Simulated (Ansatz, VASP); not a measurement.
One calculation of Sr, two programs

File INCAR:

```
SYSTEM = Sr
PREC = Accurate
ENCUT = 520
EDIFF = 1E-6
ISMEAR = 0
SIGMA = 0.03
LREAL = .False.
LASPH = .True.
NELM = 60
ALGO = Normal
ISIF = 2
LWAVE = .False.
LCHARG = .False.
GGA = PS
NBANDS = 11
```

The input KPOINTS:

```
regular mesh
0
Gamma
  10 10 10
  0 0 0
```

The input POSCAR:

```
Sr
1.0
    0.0000000000      3.0423500000      2.8902325000
    3.0423500000      0.0000000000      2.8902325000
    3.0423500000      3.0423500000      0.0000000000
Sr
1
Direct
    0.0000000000      0.0000000000      0.0000000000
```

Input for Ansatz:

```yaml
crystal:
  lattice:
    - [0.0, 3.04235, 2.8902325]
    - [3.04235, 0.0, 2.8902325]
    - [3.04235, 3.04235, 0.0]
  atoms:
    - { symbol: Sr, position: [0.0, 0.0, 0.0] }
basis:
  ecutwfc: 420
kpoints:
  mp_grid: { grid: [10, 10, 10] }
hamiltonian:
  xc: pbesol
scf:
  occupations: { method: gaussian, width: 0.03 }
output:
  forces: true
  stress: true
  eigenvalues: true
```

Change from the starting cell: strain +0.000 along x and y, -0.050 along z, atoms carried along.

Alike in both runs: task single point; functional PBEsol; k mesh 10 × 10 × 10; occupations gaussian, width 0.03 eV; no spin polarisation.

|  | VASP | Ansatz |
| --- | --- | --- |
| version | VASP 6.6.1 | Ansatz 0.2.0 |
| potentials or method | VASP PAW PBE potentials, release 64 (Sr_sv), cutoff 520 eV | scalar-relativistic, plane waves, PAW |
| valence electrons in the cell | 10 | 10 |

```csv
,VASP,Ansatz,Ansatz less VASP
gap on the k mesh at the Fermi level (eV),none,none,-
pressure (GPa),-0.4,-0.4,-0.01
"traceless stress, the component that is largest in VASP (GPa)",0.05,0.05,-0.001
```

VASP's potentials were made for PBE, not for PBEsol. A gap of «none» marks a metal or a gap that the smearing closes.
